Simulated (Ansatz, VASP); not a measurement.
## SiC: VASP beside Ansatz

File INCAR:

```
ALGO     = Normal         # electronic algorithm
EDIFF    = 1E-6           # SCF threshold, eV
ENCUT    = 520            # plane-wave cutoff, eV
GGA      = PE             # functional
ISIF     = 2              # what is computed and relaxed
ISMEAR   = 0              # smearing method
LASPH    = T              # aspherical terms in the spheres
LCHARG   = T              # write CHGCAR
LELF     = T              # ELF
LREAL    = F              # projectors in reciprocal space
LVHAR    = T            
LWAVE    = F              # write WAVECAR
NBANDS   = 16             # bands
NELM     = 60             # most SCF steps
PREC     = Accurate       # precision mode
SIGMA    = 0.02           # smearing width, eV
```

Contents of KPOINTS:

```
k-points
0
Gamma
  12 12 6
```

Contents of POSCAR:

```
SiC
1.0
    3.0759982064      0.0000000000      0.0000000000
   -1.5379991032      2.6638925888      0.0000000000
    0.0000000000      0.0000000000      5.0480000000
Si C
2 2
Direct
    0.4064803200      0.6666666667      0.0000000000
    0.6666666667      0.3333333333      0.5000000000
    0.3333333333      0.6666666667      0.3850000000
    0.6666666667      0.3333333333      0.8850000000
```

Input for Ansatz:

```yaml
crystal:
  lattice:
    - [3.0759982064, 0.0, 0.0]
    - [-1.5379991032, 2.6638925888, 0.0]
    - [0.0, 0.0, 5.048]
  atoms:
    - { symbol: Si, position: [0.40648032, 0.6666666667, 0.0] }
    - { symbol: Si, position: [0.6666666667, 0.3333333333, 0.5] }
    - { symbol: C, position: [0.3333333333, 0.6666666667, 0.385] }
    - { symbol: C, position: [0.6666666667, 0.3333333333, 0.885] }
basis:
  ecutwfc: 420
kpoints:
  mp_grid: { grid: [12, 12, 6] }
hamiltonian:
  xc: pbe
scf:
  occupations: { method: gaussian, width: 0.02 }
output:
  forces: true
  stress: true
  eigenvalues: true
```

Change from the starting cell: one atom moved.

Alike in both runs: task single point; functional PBE; k mesh 12 × 12 × 6; occupations gaussian, width 0.02 eV; no spin polarisation.

|  | VASP | Ansatz |
| --- | --- | --- |
| version | VASP 6.6.1 | Ansatz 0.2.0 |
| potentials or method | VASP PAW PBE potentials, release 64 (Si, C), cutoff 520 eV | scalar-relativistic, plane waves, PAW |
| valence electrons in the cell | 16 | 16 |

Ansatz gave:

* gap on the k mesh at the Fermi level (eV): 1.94
* least direct gap on the mesh (eV): 3.70
* pressure (GPa): 7.3
* traceless stress, the component that is largest in VASP (GPa): -9.07
* rms of the force components (eV/Å): 2.200

Problem. Which values does VASP return?

Solution. gap on the k mesh at the Fermi level (eV): 1.93; least direct gap on the mesh (eV): 3.70; pressure (GPa): 7.2; traceless stress, the component that is largest in VASP (GPa): -9.07; rms of the force components (eV/Å): 2.200.

Atom by atom the forces differ by 0.001 eV/Å (rms over components).
